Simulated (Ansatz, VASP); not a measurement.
## NaH in VASP and in Ansatz

File INCAR:

```
ALGO = Normal
EDIFF = 1E-6
ENCUT = 520
GGA = PE
ISIF = 2
ISMEAR = 0
LASPH = T
LCHARG = F
LREAL = F
LWAVE = F
NBANDS = 11
NELM = 80
PREC = Accurate
SIGMA = 0.01
```

KPOINTS

```
k-points
0
Gamma
  6 6 6
```

The input POSCAR:

```
NaH
1.0
    2.9151849960      0.0000000000      0.0000000000
    0.0000000000      2.9151849960      0.0000000000
    0.0000000000      0.0000000000      2.9151849960
Na H
1 1
Direct
    0.0000000000      0.0000000000      0.0000000000
    0.5000000000      0.5000000000      0.5000000000
```

Input for Ansatz:

```yaml
crystal:
  lattice:
    - [2.9151849959775022, 0.0, 0.0]
    - [0.0, 2.9151849959775022, 0.0]
    - [0.0, 0.0, 2.9151849959775022]
  atoms:
    - { symbol: Na, position: [0.0, 0.0, 0.0] }
    - { symbol: H, position: [0.5, 0.5, 0.5] }
basis:
  ecutwfc: 510.0
kpoints:
  mp_grid:
    grid: [6, 6, 6]
hamiltonian:
  xc: pbe
scf:
  occupations:
    method: fixed
output:
  stress: true
```

Alike in both runs: task single point; functional PBE; k mesh 6 × 6 × 6; no spin polarisation.

|  | VASP | Ansatz |
| --- | --- | --- |
| version | VASP 6.6.1 | Ansatz 0.2.0 |
| potentials or method | VASP PAW PBE potentials, release 64 (Na_pv, H), cutoff 520 eV | plane waves, PAW |
| occupations | gaussian, width 0.01 eV | fixed |
| valence electrons in the cell | 8 | 10 |

```csv
,VASP,Ansatz,Ansatz less VASP
pressure (GPa),1.3,1.3,+0.06
```

VASP's potentials hold 8 valence electrons a cell and Ansatz's 10, so a difference there can come from the potentials and not from the codes.
